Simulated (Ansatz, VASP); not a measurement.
Li in VASP and in Ansatz

The input INCAR:

```
SYSTEM = Li
  PREC = Accurate
  ENCUT = 520
  EDIFF = 1E-6
  ISMEAR = -1
  SIGMA = 0.08
  LREAL = .False.
  LASPH = .True.
  NELM = 80
  ALGO = Normal
  ISIF = 2
  LWAVE = .False.
  LCHARG = .False.
  LDIPOL = .True.
  IDIPOL = 3
  DIPOL = 0.5 0.5 0.500
  GGA = PE
  NBANDS = 18
```

KPOINTS

```
regular mesh
0
Gamma
  9 9 1
  0 0 0
```

The input POSCAR:

```
Li
1.0
    4.8518899234      0.0000000000      0.0000000000
   -2.4259449617      4.2018599300      0.0000000000
    0.0000000000      0.0000000000     24.9519000000
Li
6
Direct
    0.1666666665      0.3333333335      0.4007702936
    0.5000000005      0.9999999995      0.4404621761
    0.8333333335      0.6666666665      0.4801540586
    0.1666666665      0.3333333335      0.5198459411
    0.5000000005      0.9999999995      0.5595378239
    0.8333333335      0.6666666665      0.5992297064
```

Input for Ansatz:

```yaml
crystal:
  lattice:
    - [4.8518899234, 0.0, 0.0]
    - [-2.4259449617, 4.20185993, 0.0]
    - [0.0, 0.0, 24.9519]
  atoms:
    - { symbol: Li, position: [0.1666666665, 0.3333333335, 0.4007702936] }
    - { symbol: Li, position: [0.5000000005, 0.9999999995, 0.4404621761] }
    - { symbol: Li, position: [0.8333333335, 0.6666666665, 0.4801540586] }
    - { symbol: Li, position: [0.1666666665, 0.3333333335, 0.5198459411] }
    - { symbol: Li, position: [0.5000000005, 0.9999999995, 0.5595378239] }
    - { symbol: Li, position: [0.8333333335, 0.6666666665, 0.5992297064] }
kpoints:
  mp_grid: { grid: [9, 9, 1] }
scf:
  occupations: { method: fermi_dirac, width: 0.08 }
hamiltonian:
  xc: pbe
  pseudopotentials: { kind: all_electron, lapw: { basis_error: 0.001 } }
output:
  forces: true
  stress: true
  eigenvalues: true
  populations: true
  dos: { projected: true, de: 0.2, e_range: [-14, 8] }
efield:
  axis: 3
  amplitude: 0
  dipole_correction: true
```

Alike in both runs: task single point; functional PBE; k mesh 9 × 9 × 1; occupations fermi-dirac, width 0.08 eV; no spin polarisation.

|  | VASP | Ansatz |
| --- | --- | --- |
| version | VASP 6.6.1 | Ansatz 0.2.0 |
| potentials or method | VASP PAW PBE potentials, release 64 (Li_sv), cutoff 520 eV | all-electron LAPW, scalar-relativistic |

|  | VASP | Ansatz | Ansatz less VASP |
| --- | --- | --- | --- |
| rms of the force components (eV/Å) | 0.057 | 0.057 | +0.0003 |

Atom by atom the forces differ by 0.001 eV/Å (rms over components). Ansatz ran all-electron here, and VASP with PAW potentials.

Noted on VASP's run: the cutoff is under 1.25 times that of the potentials, so the pressure is a little rough.
